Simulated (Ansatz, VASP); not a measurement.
## NaF in VASP and in Ansatz

```
Na F
1.0
     0.00000    2.31441    2.31441
     2.31441    0.00000    2.31441
     2.31441    2.31441    0.00000
Na F
1 1
Direct
  0.00000 0.00000 0.00000
  0.50000 0.50000 0.50000
```

Alike in both runs: task single point; functional PBEsol; k mesh 8 × 8 × 8; occupations gaussian, width 0.02 eV; no spin polarisation.

```csv
,VASP,Ansatz
version,VASP 6.6.1,Ansatz 0.2.0
potentials or method,"VASP PAW PBE potentials, release 64 (Na_pv, F), cutoff 600 eV","scalar-relativistic, plane waves, PAW"
valence electrons in the cell,14,16
```

```csv
,VASP,Ansatz,Ansatz less VASP
gap on the k mesh at the Fermi level (eV),6.18,6.20,+0.019
least direct gap on the mesh (eV),6.18,6.20,+0.019
pressure (GPa),-0.2,0.0,+0.15
```

VASP's potentials were made for PBE, not for PBEsol, and Ansatz warns of the same on its side. VASP's potentials hold 14 valence electrons a cell and Ansatz's 16, so a difference there can come from the potentials and not from the codes.
